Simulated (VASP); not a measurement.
# BN (P6_3/mmc) in VASP: further runs

BN is run at these levels: PBEsol; tasks: single point.

All numbers are computed with VASP 6.6.1; they aren't measurements. Logs are shortened: lines on timing, memory, paths and dates and some standing lists are left out, and cuts for length are marked.

## (1) The cell of the first run

It takes space group P6_3/mmc (No. 194, hexagonal). The conventional cell has a = 2.504 Å, b = 2.504 Å, c = 7.016 Å, α = 90.00°, β = 90.00°, γ = 120.00°. Within 1.9 Å of B (site symmetry -6m2) lie 3 N at 1.45 Å. N (site symmetry -6m2) has 3 B at 1.45 Å within 1.9 Å.

## (2) Single point, PBEsol

The input, INCAR:

```
  ALGO = Normal
  EDIFF = 1E-6
  ENCUT = 520
  GGA = PS
  ISIF = 2
  ISMEAR = 0
  LASPH = T
  LCHARG = F
  LREAL = F
  LWAVE = F
  NBANDS = 16
  NELM = 60
  PREC = Accurate
  SIGMA = 0.02
```

The input, KPOINTS:

```
k-points
0
Gamma
  12 12 4
```

The input, POSCAR:

```
BN
1.0
    2.5043460065      0.0000000000      0.0000000000
   -1.2521730032      2.1688272615      0.0000000000
    0.0000000000      0.0000000000      7.0164125884
B N
2 2
Direct
    0.3333333333      0.6666666667      0.2500000000
    0.6666666667      0.3333333333      0.7500000000
    0.3333333333      0.6666666667      0.7500000000
    0.6666666667      0.3333333333      0.2500000000
```

Potentials or basis: VASP PAW PBE potentials, release 64 (B, N).

Command:

```sh
$ cat potpaw_PBE.64/B/POTCAR potpaw_PBE.64/N/POTCAR > POTCAR
$ mpirun -np 1 vasp_std > vasp.out
```

OUTCAR:

```text
EDIFF = 1E-6
   ENCUT = 520
   GGA = PS
   ISIF = 2
   ISMEAR = 0
   LASPH = T
   LREAL = F
   NELM = 60
   PREC = Accurate

 ion  position               nearest neighbor table
   1  0.333  0.667  0.250-   4 1.45   4 1.45   4 1.45
   2  0.667  0.333  0.750-   3 1.45   3 1.45   3 1.45
   3  0.333  0.667  0.750-   2 1.45   2 1.45   2 1.45
   4  0.667  0.333  0.250-   1 1.45   1 1.45   1 1.45

  LATTYP: Found a hexagonal cell.
 ALAT       =     2.5043460065
 C/A-ratio  =     2.8016945622

  Lattice vectors:

 A1 = (   2.5043460065,   0.0000000000,   0.0000000000)
 A2 = (  -1.2521730032,   2.1688272615,   0.0000000000)
 A3 = (   0.0000000000,   0.0000000000,   7.0164125884)

Analysis of symmetry for initial positions (statically):
=====================================================================
 Subroutine PRICEL returns:
 Original cell was already a primitive cell.

 Routine SETGRP: Setting up the symmetry group for a
 hexagonal supercell.

 Subroutine GETGRP returns: Found 24 space group operations
 (whereof 12 operations were pure point group operations)
 out of a pool of 24 trial point group operations.

The static configuration has the point symmetry D_3d.
 The point group associated with its full space group is D_6h.

Analysis of symmetry for dynamics (positions and initial velocities):
=====================================================================
 Subroutine PRICEL returns:
 Original cell was already a primitive cell.

 Routine SETGRP: Setting up the symmetry group for a
 hexagonal supercell.

 Subroutine GETGRP returns: Found 24 space group operations
 (whereof 12 operations were pure point group operations)
 out of a pool of 24 trial point group operations.

The dynamic configuration has the point symmetry D_3d.
 The point group associated with its full space group is D_6h.

 Subroutine INISYM returns: Found 24 space group operations
 (whereof 12 operations are pure point group operations),
 and found     1 'primitive' translations

----------------------------------------------------------------------------------------

                                     Primitive cell

  volume of cell :      38.1096

  direct lattice vectors                    reciprocal lattice vectors
     2.504346007  0.000000000  0.000000000     0.399305846  0.230539337  0.000000000
    -1.252173003  2.168827262  0.000000000     0.000000000  0.461078675  0.000000000
     0.000000000  0.000000000  7.016412588     0.000000000  0.000000000  0.142522976

  length of vectors
     2.504346007  2.504346006  7.016412588     0.461078675  0.461078675  0.142522976

  position of ions in fractional coordinates (direct lattice)
     0.333333333  0.666666667  0.250000000
     0.666666667  0.333333333  0.750000000
     0.333333333  0.666666667  0.750000000
     0.666666667  0.333333333  0.250000000

  ion indices of the primitive-cell ions
   primitive index   ion index
                 1           1
                 2           2
                 3           3
                 4           4

----------------------------------------------------------------------------------------

 KPOINTS: k-points

Automatic generation of k-mesh.
 Grid dimensions read from file:
 generate k-points for:   12   12    4

 Generating k-lattice:

  Cartesian coordinates                     Fractional coordinates (reciprocal lattice)
     0.033275487  0.019211611  0.000000000     0.083333333  0.000000000  0.000000000
     0.000000000  0.038423223  0.000000000     0.000000000  0.083333333  0.000000000
     0.000000000  0.000000000  0.035630744     0.000000000  0.000000000  0.250000000

  Length of vectors
     0.038423223  0.038423223  0.035630744

  Shift w.r.t. Gamma in fractional coordinates (k-lattice)
     0.000000000  0.000000000  0.000000000

 Subroutine IBZKPT returns following result:
 ===========================================

 Found     57 irreducible k-points:

 Following reciprocal coordinates:
            Coordinates               Weight
  0.000000  0.000000  0.000000      1.000000
  0.083333  0.000000  0.000000      6.000000
  0.166667  0.000000  0.000000      6.000000
  0.250000  0.000000  0.000000      6.000000
  0.333333  0.000000  0.000000      6.000000
  0.416667  0.000000  0.000000      6.000000
[... 16 lines left out ...]
  0.250000  0.000000  0.250000     12.000000
  0.333333  0.000000  0.250000     12.000000
 [... further k-points ...]
   k-points           NKPTS =     57   k-points in BZ     NKDIM =     57   number of bands    NBANDS=     16
   number of dos      NEDOS =    301   number of ions     NIONS =      4
   total plane-waves  NPLWV =  21600
   dimension x,y,z NGX =    20 NGY =   20 NGZ =   54
   dimension x,y,z NGXF=    40 NGYF=   40 NGZF=  108
   ions per type =               2   2
   NGX,Y,Z   is equivalent  to a cutoff of  13.28, 13.28, 12.79 a.u.
   NGXF,Y,Z  is equivalent  to a cutoff of  26.55, 26.55, 25.59 a.u.
 SYSTEM =  unknown system
   PREC   = accura    normal or accurate (medium, high low for compatibility)
   ISTART =      0    job   : 0-new  1-cont  2-samecut
   ICHARG =      2    charge: 1-file 2-atom 10-const
   ISPIN  =      1    spin polarized calculation?
   LNONCOLLINEAR =      F non collinear calculations
   LSORBIT =      F    spin-orbit coupling
   LASPH  =      T    aspherical Exc in radial PAW
   ENCUT  =  520.0 eV  38.22 Ry    6.18 a.u.   4.66  4.66 13.05*2*pi/ulx,y,z
   NELM   =     60;   NELMIN=  2; NELMDL= -5     # of ELM steps
   EDIFF  = 0.1E-05   stopping-criterion for ELM
   LREAL  =      F    real-space projection
   EDIFFG = 0.1E-04   stopping-criterion for IOM
   NSW    =      0    number of steps for IOM
   IBRION =     -1    ionic relax: 0-MD 1-quasi-New 2-CG
   NFREE  =      0    steps in history (QN), initial steepest desc. (CG)
   ISIF   =      2    stress and relaxation
   ISYM   =      2    0-nonsym 1-usesym 2-fastsym
   POTIM  = 0.5000    time-step for ionic-motion
   TEBEG  =    0.0;   TEEND  =   0.0 temperature during run
   PSTRESS=    0.0 pullay stress
   NELECT =      16.0000    total number of electrons
   NUPDOWN=      -1.0000    fix difference up-down
   EMIN   =  10.00;   EMAX   =-10.00  energy-range for DOS
   EFERMI =   0.00;   METHOD = LEGACY
   ISMEAR =     0;   SIGMA  =   0.02  broadening in eV -4-tet -1-fermi 0-gaus
   EFERMI_NEDOS =   21; number of points for ismear=-14 and -15
   IALGO  =     38    algorithm
   IMIX   =      4    mixing-type and parameters
     AMIX     =   0.40;   BMIX     =  1.00
     AMIX_MAG =   1.60;   BMIX_MAG =  1.00
  volume/ion in A,a.u.               =       9.53        64.29
  Fermi-wavevector in a.u.,A,eV,Ry     =   1.225848  2.316517 20.445526  1.502704
  Thomas-Fermi vector in A             =   2.360871
   LORBIT       =      0    0 simple, 1 ext, 2 COOP (PROOUT), +10 PAW based schemes
   GGA     = PS    functional components
   LHFCALC =     F    Hartree Fock is set to
   AEXX    =    0.0000 exact exchange contribution
   IVDW    =     0    specifies the selected vdW correction
   LEPSILON=     F    determine dielectric tensor
   LRPA    =     F    only Hartree local field effects (RPA)
 non-spin polarized calculation
 Gauss-broadening in eV      SIGMA  =   0.02
  energy-cutoff  :      520.00
  volume of cell :       38.11
 maximum number of plane-waves:      1058
 NGX is ok and might be reduce to    20
   NGX =  9   NGY =  9   NGZ = 27

 number of electron      15.9999998 magnetization

 Free energy of the ion-electron system (eV)
  ---------------------------------------------------
  ext. energy  EPLUGINS =         0.00000000
  ---------------------------------------------------
  free energy    TOTEN  =       -36.57081841 eV

  energy without entropy =      -36.57081841  energy(sigma->0) =      -36.57081841

 E-fermi :   1.9236     XC(G=0):  -9.9292

 val. band max:        1.7607111224   @ k =   0.3333   0.3333   0.5000
 cond. band min:       6.0182301667   @ k =   0.5000   0.0000   0.0000
 fundamental gap:      4.2575190443
 Fermi energy:         1.9236399669

 k-point     1 :       0.0000    0.0000    0.0000
  band No.  band energies     occupation
      1     -15.9500      2.00000
      2     -15.7529      2.00000
      3      -4.3027      2.00000
      4      -2.6476      2.00000
      5       0.4523      2.00000
      6       0.4523      2.00000
[... 8 lines left out ...]
     15      13.6198      0.00000
     16      14.6774      0.00000

 k-point     2 :       0.0833    0.0000    0.0000
  band No.  band energies     occupation
      1     -15.8143      2.00000
      2     -15.6205      2.00000
      3      -4.1161      2.00000
      4      -2.4767      2.00000
      5      -0.1063      2.00000
      6      -0.0912      2.00000
[... 8 lines left out ...]
     15      14.1356      0.00000
     16      14.1955      0.00000

 k-point     3 :       0.1667    0.0000    0.0000
  band No.  band energies     occupation
      1     -15.4140      2.00000
      2     -15.2302      2.00000
      3      -3.5632      2.00000
      4      -1.9736      2.00000
      5      -1.5236      2.00000
      6      -1.5054      2.00000
[... 8 lines left out ...]
     15      15.4896      0.00000
     16      15.5661      0.00000

 k-point     4 :       0.2500    0.0000    0.0000
  band No.  band energies     occupation
      1     -14.7757      2.00000
      2     -14.6091      2.00000
      3      -3.3242      2.00000
      4      -3.2916      2.00000
      5      -2.6692      2.00000
      6      -1.1820      2.00000
[... 8 lines left out ...]
     15      16.5215      0.00000
     16      17.7650      0.00000
[... 324 lines left out ...]
 k-point    22 :       0.1667    0.0000    0.2500
  band No.  band energies     occupation
      1     -15.3880      2.00000
      2     -15.2581      2.00000
      3      -3.3674      2.00000
      4      -2.2611      2.00000
      5      -1.5165      2.00000
      6      -1.4974      2.00000
[... 8 lines left out ...]
     15      15.5006      0.00000
     16      15.5546      0.00000

 k-point    23 :       0.2500    0.0000    0.2500
  band No.  band energies     occupation
      1     -14.7520      2.00000
      2     -14.6343      2.00000
      3      -3.3270      2.00000
      4      -3.3007      2.00000
      5      -2.4714      2.00000
      6      -1.4259      2.00000
[... 8 lines left out ...]
     15      17.7692      0.00000
     16      17.7760      0.00000

 k-point    24 :       0.3333    0.0000    0.2500
  band No.  band energies     occupation
      1     -13.9460      2.00000
      2     -13.8475      2.00000
      3      -5.1150      2.00000
      4      -5.0809      2.00000
      5      -1.8075      2.00000
      6      -1.7817      2.00000
[... 8 lines left out ...]
     15      18.1474      0.00000
     16      20.1212      0.00000

 [... further k-points ...]
[... 5 lines left out ...]
  --------------------------------------------------------------------------------------
  -------------------------------------------------------------------------------------
  Total        0.1168448      0.1168448     -0.0241067      0.0000000      0.0000000      0.0000000
  in kB        4.9123083      4.9123083     -1.0134753      0.0000000      0.0000000      0.0000000
  external PRESSURE =       2.9370471 kB  Pullay stress =       0.0000000 kB

 VOLUME and BASIS-vectors are now :
 -----------------------------------------------------------------------------
  energy-cutoff  :      520.00
  volume of cell :       38.11
      direct lattice vectors                 reciprocal lattice vectors
     2.504346007  0.000000000  0.000000000     0.399305846  0.230539337  0.000000000
    -1.252173003  2.168827262  0.000000000     0.000000000  0.461078675  0.000000000
     0.000000000  0.000000000  7.016412588     0.000000000  0.000000000  0.142522976

 POSITION                                       TOTAL-FORCE (eV/Angst)
 -----------------------------------------------------------------------------------
     -0.00000      1.44588      1.75410        -0.000000      0.000000      0.000000
      1.25217      0.72294      5.26231         0.000000     -0.000000      0.000000
     -0.00000      1.44588      5.26231        -0.000000      0.000000      0.000000
      1.25217      0.72294      1.75410         0.000000     -0.000000      0.000000
 -----------------------------------------------------------------------------------
    total drift:                               -0.000000      0.000000      0.000000

  FREE ENERGIE OF THE ION-ELECTRON SYSTEM (eV)
  ---------------------------------------------------
  free  energy   TOTEN  =       -36.5708184057 eV

  energy  without entropy=      -36.5708184057  energy(sigma->0) =      -36.57081841
```

It took 44 s on 1 thread of Intel Xeon 8259CL, shared host; peak memory 0.17 GiB.

Results:

```yaml
Free_energy: -36.5708 eV
Pressure: 0.3 GPa
Band_gap_on_the_k_mesh: 4.26 eV (least direct gap 4.60 eV)
```

Stress tensor (GPa, compression positive):
```
 0.49  0.00  0.00
 0.00  0.49  0.00
 0.00  0.00 -0.10
```

Caveat: the PAW data sets were made with another functional, which shifts forces and pressure a little; this functional lacks dispersion, which binds the layers, so the pressure and a relaxed spacing across them are unreliable. A k mesh can miss the band edges.

## (3) Single point, PBEsol

This run uses another cell than the first one, of 9.55 Å³/atom.

The input, INCAR:

```
SYSTEM = BN
PREC = Accurate ; ENCUT = 520
EDIFF = 1E-6 ; ISMEAR = 0
SIGMA = 0.01 ; LREAL = .FALSE.
LASPH = .TRUE. ; NELM = 80
ALGO = Normal ; ISIF = 2
LWAVE = .FALSE. ; LCHARG = .FALSE.
GGA = PS ; NBANDS = 16
```

The input, KPOINTS:

```
Automatic mesh
0
G
  12 12 4
  0 0 0
```

The input, POSCAR:

```
BN
1.0
    2.5043123440      0.0000000000      0.0000000000
   -1.2521561720      2.1687981090      0.0000000000
    0.0000000000      0.0000000000      7.0328502833
B N
2 2
Direct
    0.3333333333      0.6666666667      0.2500000000
    0.6666666667      0.3333333333      0.7500000000
    0.3333333333      0.6666666667      0.7500000000
    0.6666666667      0.3333333333      0.2500000000
```

Potentials or basis: VASP PAW PBE potentials, release 64 (B, N).

Command:

```sh
$ cat potpaw_PBE.64/B/POTCAR potpaw_PBE.64/N/POTCAR > POTCAR
$ mpirun -np 1 vasp_std > vasp.out
```

It took 47 s on 1 thread of Intel Xeon 8259CL, shared host; peak memory 0.17 GiB.

The run converged. Its results:

| Quantity | Value |
| --- | --- |
| Free energy | -36.5709 eV |
| Pressure | 0.3 GPa |
| Band gap on the k mesh | 4.26 eV (least direct gap 4.60 eV) |

Stress tensor (GPa, compression positive):
```
 0.50  0.00  0.00
 0.00  0.50  0.00
 0.00  0.00 -0.12
```

Levels at points of the mesh, in eV from the valence-band top:
| k point | band 5 | band 6 | band 7 | band 8 | band 9 | band 10 | band 11 | band 12 |
| --- | --- | --- | --- | --- | --- | --- | --- | --- |
| (0.00, 0.00, 0.00) | -1.31 | -1.31 | -1.29 | -1.29 | 4.76 | 9.49 | 11.52 | 11.52 |
| (0.50, 0.00, 0.00) | -4.13 | -4.09 | -1.31 | -0.56 | 4.26 | 5.36 | 9.41 | 9.92 |
| (0.00, 0.00, 0.50) | -1.30 | -1.30 | -1.30 | -1.30 | 6.84 | 6.84 | 11.56 | 11.56 |
| (0.50, 0.00, 0.50) | -4.11 | -4.11 | -0.92 | -0.92 | 4.67 | 4.67 | 9.81 | 9.81 |

Caveat: the PAW data sets were made with another functional, which shifts forces and pressure a little; this functional lacks dispersion, which binds the layers, so the pressure and a relaxed spacing across them are unreliable.
